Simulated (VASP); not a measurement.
A run of VASP 6.6.1:

The input INCAR:

```
  PREC = Accurate
  ENCUT = 500
  EDIFF = 1E-6
  ISMEAR = -1
  SIGMA = 0.005
  LREAL = F
  LASPH = T
  NELM = 120
  ALGO = Normal
  ISIF = 2
  LWAVE = F
  LCHARG = F
  GGA = PE
  NBANDS = 14
  GGA_COMPAT = F
```

The input KPOINTS:

```
regular mesh
0
Gamma
  2 2 2
```

File POSCAR:

```
NaCl
1.0
    3.5021900000      0.0000000000      0.0000000000
    0.0000000000      3.5021900000      0.0000000000
    0.0000000000      0.0000000000      3.5021900000
Na Cl
1 1
Direct
    0.0000000000      0.0000000000      0.0000000000
    0.5000000000      0.5000000000      0.5000000000
```

Potentials or basis: VASP PAW PBE potentials, release 64 (Na_pv, Cl).

Launch:

```sh
$ cat potpaw_PBE.64/Na_pv/POTCAR potpaw_PBE.64/Cl/POTCAR > POTCAR
$ mpirun -np 1 vasp_std > vasp.out
```

Hardware: 1 thread of Intel(R) Xeon(R) Platinum 8481C CPU @ 2.70GHz (Sapphire Rapids) (shared host).

Q: Estimate the wall time of this run.

A: Run time: 2.1 s on 1 thread of Intel(R) Xeon(R) Platinum 8481C CPU @ 2.70GHz (Sapphire Rapids) (shared host), peak memory 0.14 GiB. Counts: scf iterations 12, k points 4.
